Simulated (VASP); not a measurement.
# CsMgBiO3 in VASP: a series of runs, part 2 of 2

VASP 6.6.1. The steps go on from the part before.

## Step 4: Single point, PBE

This run uses another cell than the first one, of 22.88 Å³/atom, 0.977 times its volume.

File INCAR:

```
SYSTEM = CsMgBiO3
ALGO     = Normal         ! electronic algorithm
EDIFF    = 1E-6           ! SCF threshold, eV
ENCUT    = 520            ! plane-wave cutoff, eV
GGA      = PE             ! functional
ISIF     = 2              ! what is computed and relaxed
ISMEAR   = 0              ! smearing method
LASPH    = .True.         ! aspherical terms in the spheres
LCHARG   = .False.        ! write CHGCAR
LREAL    = .False.        ! projectors in reciprocal space
LWAVE    = .False.        ! write WAVECAR
NBANDS   = 31             ! bands
NELM     = 100            ! most SCF steps
PREC     = Accurate       ! precision mode
SIGMA    = 0.1            ! smearing width, eV
```

File KPOINTS:

```
k-points
0
Gamma
  5 5 5
  0 0 0
```

File POSCAR:

```
CsMgBiO3
1.0
    3.2305168867      1.8651397941      3.7970092083
   -3.2305168867      1.8651397941      3.7970092083
    0.0000000000     -3.7302795883      3.7970092083
Bi Cs Mg O
1 1 1 3
Direct
    0.5652985500      0.5652985500      0.5652985500
    0.9172816500      0.9172816500      0.9172816500
    0.3021917400      0.3021917400      0.3021917400
    0.9822380200      0.4913922600      0.4913922600
    0.4913922600      0.4913922600      0.9822380200
    0.4913922600      0.9822380200      0.4913922600
```

Command:

```bash
> cat potpaw_PBE.64/Bi_d/POTCAR potpaw_PBE.64/Cs_sv/POTCAR potpaw_PBE.64/Mg/POTCAR potpaw_PBE.64/O/POTCAR > POTCAR
> mpirun -np 1 vasp_std > vasp.out
```

Run time: 1.7 min. Hardware: 1 thread of Oxide Virtual Turin-like, shared host; peak memory 0.25 GiB.

The run converged. Its results:

- Free energy: -30.5589 eV
- Pressure: 0.2 GPa
- Largest force: 0.252 eV/Å
- Band gap on the k mesh: 2.76 eV, direct

Forces on the atoms (eV/Å):
```
Bi   0.000  0.000  0.252
Cs   0.000  0.000 -0.048
Mg   0.000  0.000  0.076
O   -0.087 -0.050 -0.093
O    0.000  0.100 -0.093
O    0.087 -0.050 -0.093
```

Stress tensor (GPa, compression positive):
```
-0.16  0.00  0.00
 0.00 -0.16  0.00
 0.00  0.00  0.95
```

Levels at points of the mesh, in eV from the valence-band top:
| k point | band 18 | band 19 | band 20 | band 21 | band 22 | band 23 | band 24 | band 25 | band 26 | band 27 |
| --- | --- | --- | --- | --- | --- | --- | --- | --- | --- | --- |
| (0.00, 0.00, 0.00) | -1.53 | -1.49 | -1.11 | -1.11 | -0.72 | 3.14 | 4.95 | 4.95 | 5.57 | 5.63 |

Caveat: spin-orbit coupling is left out, which moves the levels of the heavy elements.

## Step 5: Single point, PBE

This run uses another cell than the first one, of 22.88 Å³/atom, 0.977 times its volume.

File INCAR:

```
SYSTEM = CsMgBiO3
PREC     = Accurate       ! precision mode
ENCUT    = 520            ! plane-wave cutoff, eV
EDIFF    = 1E-6           ! SCF threshold, eV
ISMEAR   = -1             ! smearing method
SIGMA    = 0.05           ! smearing width, eV
LREAL    = .False.        ! projectors in reciprocal space
LASPH    = .True.         ! aspherical terms in the spheres
NELM     = 80             ! most SCF steps
ALGO     = Normal         ! electronic algorithm
ISIF     = 2              ! what is computed and relaxed
LWAVE    = .False.        ! write WAVECAR
LCHARG   = .False.        ! write CHGCAR
GGA      = PE             ! functional
NBANDS   = 31             ! bands
```

File KPOINTS:

```
Automatic mesh
0
Gamma
  5 5 5
  0 0 0
```

File POSCAR:

```
CsMgBiO3
1.0
    3.2305168867      1.8651397941      3.7970092083
   -3.2305168867      1.8651397941      3.7970092083
    0.0000000000     -3.7302795883      3.7970092083
Bi Cs Mg O
1 1 1 3
Direct
    0.5589640000      0.5610120000      0.5647610000
    0.9123960000      0.9229450000      0.9136920000
    0.3025430000      0.3038630000      0.2952010000
    0.9837550000      0.4948590000      0.4886160000
    0.4888060000      0.4865300000      0.9877500000
    0.4825910000      0.9795620000      0.4935010000
```

Potentials or basis: VASP PAW PBE potentials, release 64 (Bi_d, Cs_sv, Mg, O).

Command:

```bash
> cat potpaw_PBE.64/Bi_d/POTCAR potpaw_PBE.64/Cs_sv/POTCAR potpaw_PBE.64/Mg/POTCAR potpaw_PBE.64/O/POTCAR > POTCAR
> mpirun -np 1 vasp_std > vasp.out
```

OUTCAR:

```text
SYSTEM = CsMgBiO3
   PREC = Accurate
   ENCUT = 520
   EDIFF = 1E-6
   ISMEAR = -1
   LREAL = .False.
   LASPH = .True.
   NELM = 80
   ISIF = 2
   GGA = PE

 ion  position               nearest neighbor table
   1  0.559  0.561  0.565-   6 2.11   5 2.13   4 2.14   3 2.97   3 3.77
   2  0.912  0.923  0.914-
   3  0.303  0.304  0.295-   5 1.85   4 1.92   6 1.93   1 2.97   1 3.77
   4  0.984  0.495  0.489-   3 1.92   1 2.14
   5  0.489  0.487  0.988-   3 1.85   1 2.13
   6  0.483  0.980  0.494-   3 1.93   1 2.11

  LATTYP: Found a trigonal (rhomboedric) cell.
 ALAT       =     5.3228060959
 COS(alpha) =     0.2632964959

  Lattice vectors:

 A1 = (   3.2305168867,   1.8651397941,   3.7970092083)
 A2 = (  -3.2305168867,   1.8651397941,   3.7970092083)
 A3 = (   0.0000000000,  -3.7302795883,   3.7970092083)

Analysis of symmetry for initial positions (statically):
=====================================================================
 Subroutine PRICEL returns:
 Original cell was already a primitive cell.

 Routine SETGRP: Setting up the symmetry group for a
 trigonal (rhombohedral) supercell.

 Subroutine GETGRP returns: Found  1 space group operations
 (whereof  1 operations were pure point group operations)
 out of a pool of 12 trial point group operations.

The static configuration has the point symmetry C_1 .

Analysis of symmetry for dynamics (positions and initial velocities):
=====================================================================
 Subroutine PRICEL returns:
 Original cell was already a primitive cell.

 Routine SETGRP: Setting up the symmetry group for a
 trigonal (rhombohedral) supercell.

 Subroutine GETGRP returns: Found  1 space group operations
 (whereof  1 operations were pure point group operations)
 out of a pool of 12 trial point group operations.

The dynamic configuration has the point symmetry C_1 .

 Subroutine INISYM returns: Found  1 space group operations
 (whereof  1 operations are pure point group operations),
 and found     1 'primitive' translations

----------------------------------------------------------------------------------------

                                     Primitive cell

  volume of cell :     137.2702

  direct lattice vectors                    reciprocal lattice vectors
     3.230516887  1.865139794  3.797009208     0.154773994  0.089358807  0.087788392
    -3.230516887  1.865139794  3.797009208    -0.154773994  0.089358807  0.087788392
     0.000000000 -3.730279588  3.797009208     0.000000000 -0.178717614  0.087788392

  length of vectors
     5.322806096  5.322806096  5.322806096     0.199115010  0.199115010  0.199115010

  position of ions in fractional coordinates (direct lattice)
     0.558964000  0.561012000  0.564761000
     0.912396000  0.922945000  0.913692000
     0.302543000  0.303863000  0.295201000
     0.983755000  0.494859000  0.488616000
     0.488806000  0.486530000  0.987750000
     0.482591000  0.979562000  0.493501000

  ion indices of the primitive-cell ions
   primitive index   ion index
                 1           1
                 2           2
                 3           3
                 4           4
                 5           5
                 6           6

----------------------------------------------------------------------------------------

 KPOINTS: Automatic mesh

Automatic generation of k-mesh.
 Grid dimensions read from file:
 generate k-points for:    5    5    5

 Generating k-lattice:

  Cartesian coordinates                     Fractional coordinates (reciprocal lattice)
     0.030954799  0.017871761  0.017557678     0.200000000  0.000000000 -0.000000000
    -0.030954799  0.017871761  0.017557678     0.000000000  0.200000000 -0.000000000
     0.000000000 -0.035743523  0.017557678     0.000000000  0.000000000  0.200000000

  Length of vectors
     0.039823002  0.039823002  0.039823002

  Shift w.r.t. Gamma in fractional coordinates (k-lattice)
     0.000000000  0.000000000  0.000000000

 Subroutine IBZKPT returns following result:
 ===========================================

 Found     63 irreducible k-points:

 Following reciprocal coordinates:
            Coordinates               Weight
  0.000000  0.000000  0.000000      1.000000
  0.200000  0.000000 -0.000000      2.000000
  0.000000  0.200000 -0.000000      2.000000
 -0.000000 -0.000000  0.200000      2.000000
  0.400000 -0.000000 -0.000000      2.000000
 -0.000000  0.400000 -0.000000      2.000000
[... 16 lines left out ...]
 -0.200000  0.200000  0.000000      2.000000
  0.200000  0.000000 -0.200000      2.000000
 [... further k-points ...]
   k-points           NKPTS =     63   k-points in BZ     NKDIM =     63   number of bands    NBANDS=     31
   number of dos      NEDOS =    301   number of ions     NIONS =      6
   total plane-waves  NPLWV =  64000
   dimension x,y,z NGX =    40 NGY =   40 NGZ =   40
   dimension x,y,z NGXF=    80 NGYF=   80 NGZF=   80
   ions per type =               1   1   1   3
   NGX,Y,Z   is equivalent  to a cutoff of  12.49, 12.49, 12.49 a.u.
   NGXF,Y,Z  is equivalent  to a cutoff of  24.99, 24.99, 24.99 a.u.
 SYSTEM =  CsMgBiO3
   PREC   = accura    normal or accurate (medium, high low for compatibility)
   ISTART =      0    job   : 0-new  1-cont  2-samecut
   ICHARG =      2    charge: 1-file 2-atom 10-const
   ISPIN  =      1    spin polarized calculation?
   LNONCOLLINEAR =      F non collinear calculations
   LSORBIT =      F    spin-orbit coupling
   LASPH  =      T    aspherical Exc in radial PAW
   ENCUT  =  520.0 eV  38.22 Ry    6.18 a.u.   9.90  9.90  9.90*2*pi/ulx,y,z
   NELM   =     80;   NELMIN=  2; NELMDL= -5     # of ELM steps
   EDIFF  = 0.1E-05   stopping-criterion for ELM
   LREAL  =      F    real-space projection
   EDIFFG = 0.1E-04   stopping-criterion for IOM
   NSW    =      0    number of steps for IOM
   IBRION =     -1    ionic relax: 0-MD 1-quasi-New 2-CG
   NFREE  =      0    steps in history (QN), initial steepest desc. (CG)
   ISIF   =      2    stress and relaxation
   ISYM   =      2    0-nonsym 1-usesym 2-fastsym
   POTIM  = 0.5000    time-step for ionic-motion
   TEBEG  =    0.0;   TEEND  =   0.0 temperature during run
   PSTRESS=    0.0 pullay stress
   NELECT =      44.0000    total number of electrons
   NUPDOWN=      -1.0000    fix difference up-down
   EMIN   =  10.00;   EMAX   =-10.00  energy-range for DOS
   EFERMI =   0.00;   METHOD = LEGACY
   ISMEAR =    -1;   SIGMA  =   0.05  broadening in eV -4-tet -1-fermi 0-gaus
   EFERMI_NEDOS =   21; number of points for ismear=-14 and -15
   IALGO  =     38    algorithm
   IMIX   =      4    mixing-type and parameters
     AMIX     =   0.40;   BMIX     =  1.00
     AMIX_MAG =   1.60;   BMIX_MAG =  1.00
  volume/ion in A,a.u.               =      22.88       154.39
  Fermi-wavevector in a.u.,A,eV,Ry     =   1.120384  2.117219 17.078858  1.255261
  Thomas-Fermi vector in A             =   2.257030
   LORBIT       =      0    0 simple, 1 ext, 2 COOP (PROOUT), +10 PAW based schemes
   GGA     = PE    functional components
   LHFCALC =     F    Hartree Fock is set to
   AEXX    =    0.0000 exact exchange contribution
   IVDW    =     0    specifies the selected vdW correction
   LEPSILON=     F    determine dielectric tensor
   LRPA    =     F    only Hartree local field effects (RPA)
 non-spin polarized calculation
  energy-cutoff  :      520.00
  volume of cell :      137.27
 maximum number of plane-waves:      3713
   NGX = 19   NGY = 19   NGZ = 19

 number of electron      44.0000003 magnetization

 Free energy of the ion-electron system (eV)
  ---------------------------------------------------
  ext. energy  EPLUGINS =         0.00000000
  ---------------------------------------------------
  free energy    TOTEN  =       -30.49991775 eV

  energy without entropy =      -30.49991775  energy(sigma->0) =      -30.49991775

 E-fermi :   2.6451     XC(G=0):  -8.4261

 val. band max:        1.4990712668   @ k =   0.4000   0.4000  -0.4000
 cond. band min:       4.2248528699   @ k =  -0.4000   0.4000   0.4000
 fundamental gap:      2.7257816031
 Fermi energy:         2.6451173330

 k-point     1 :       0.0000    0.0000    0.0000
  band No.  band energies     occupation
      1     -20.5960      2.00000
      2     -20.5746      2.00000
      3     -20.4171      2.00000
      4     -20.3757      2.00000
      5     -20.3674      2.00000
      6     -18.8869      2.00000
[... 805 lines left out ...]
     30       9.4320      0.00000
     31       9.8123      0.00000

 [... further k-points ...]
[... 5 lines left out ...]
  --------------------------------------------------------------------------------------
  -------------------------------------------------------------------------------------
  Total       -1.0233986      0.1650733      0.0680572     -0.1164875      0.1293448     -0.2754215
  in kB      -11.9448057      1.9266867      0.7943441     -1.3596080      1.5096744     -3.2146389
  external PRESSURE =      -3.0745917 kB  Pullay stress =       0.0000000 kB

 VOLUME and BASIS-vectors are now :
 -----------------------------------------------------------------------------
  energy-cutoff  :      520.00
  volume of cell :      137.27
      direct lattice vectors                 reciprocal lattice vectors
     3.230516887  1.865139794  3.797009208     0.154773994  0.089358807  0.087788392
    -3.230516887  1.865139794  3.797009208    -0.154773994  0.089358807  0.087788392
     0.000000000 -3.730279588  3.797009208     0.000000000 -0.178717614  0.087788392

 POSITION                                       TOTAL-FORCE (eV/Angst)
 -----------------------------------------------------------------------------------
     -0.00662     -0.01780      6.39696         0.174188      0.094907      0.982686
     -0.03408      0.01484     10.43810         0.071503     -0.032383     -0.051880
     -0.00426      0.02985      3.42341        -0.015692     -0.876359     -0.099388
      1.57939      0.93515      7.46959        -0.387529     -0.251783     -0.380550
      0.00735     -1.86545      7.45386         0.007756      1.137193     -0.230439
     -1.60547      0.88622      7.42564         0.149775     -0.071574     -0.220429
 -----------------------------------------------------------------------------------
    total drift:                               -0.000111      0.000764     -0.000345

  FREE ENERGIE OF THE ION-ELECTRON SYSTEM (eV)
  ---------------------------------------------------
  free  energy   TOTEN  =       -30.4999177456 eV

  energy  without entropy=      -30.4999177456  energy(sigma->0) =      -30.49991775
```

Run time: 5.3 min. Hardware: 1 thread of Oxide Virtual Turin-like, shared host; peak memory 0.39 GiB.

Results:

| Quantity | Value |
| --- | --- |
| Free energy | -30.4999 eV |
| Pressure | -0.3 GPa |
| Largest force | 1.160 eV/Å |
| Band gap on the k mesh | 2.73 eV, indirect (the least direct gap lies 1.2 meV higher) |

Forces in eV/Å, atoms in the order of the input:
```
Bi   0.174  0.095  0.983
Cs   0.072 -0.032 -0.052
Mg  -0.016 -0.876 -0.099
O   -0.388 -0.252 -0.381
O    0.008  1.137 -0.230
O    0.150 -0.072 -0.220
```

Levels at points of the mesh, in eV from the valence-band top:
| k point | band 18 | band 19 | band 20 | band 21 | band 22 | band 23 | band 24 | band 25 | band 26 | band 27 |
| --- | --- | --- | --- | --- | --- | --- | --- | --- | --- | --- |
| (0.00, 0.00, 0.00) | -1.43 | -1.38 | -1.01 | -1.00 | -0.60 | 3.24 | 4.92 | 4.96 | 5.52 | 5.64 |

Caveat: spin-orbit coupling is left out, which moves the levels of the heavy elements; forces of over 1 eV/Å act on the atoms, so gaps and moduli don't describe the material at rest.

## Step 6: Summary

```csv
level,cell,k mesh,smearing,gap on the mesh (eV),pressure (GPa),largest force (eV/Å)
r2SCAN,"a = 5.435 Å, angles 71.7°, 6 atoms",6 × 6 × 6,fermi-dirac 0.05 eV,3.36,0.2,0.18
PBE,"a = 5.323 Å, angles 74.7°, 6 atoms",5 × 5 × 5,gaussian 0.1 eV,2.76,0.2,0.25
PBE,"a = 5.323 Å, angles 74.7°, 6 atoms",5 × 5 × 5,fermi-dirac 0.05 eV,2.73,-0.3,1.16
```

Some of these runs hold the atoms at other places in the same cell, which the table doesn't show; runs alike in all that it shows share one row.

Alike in all rows: task single point; potentials or basis VASP PAW PBE potentials, release 64 (Bi_d, Cs_sv, Mg, O); no spin polarisation; cutoff (eV) 520.

Caveats: spin-orbit coupling is left out, which moves the levels of the heavy elements; the PAW data sets were made with another functional, which shifts forces and pressure a little (some runs); forces of over 1 eV/Å act on the atoms, so gaps and moduli don't describe the material at rest (some runs).

Absolute energies hang on the potentials; compare differences alone.
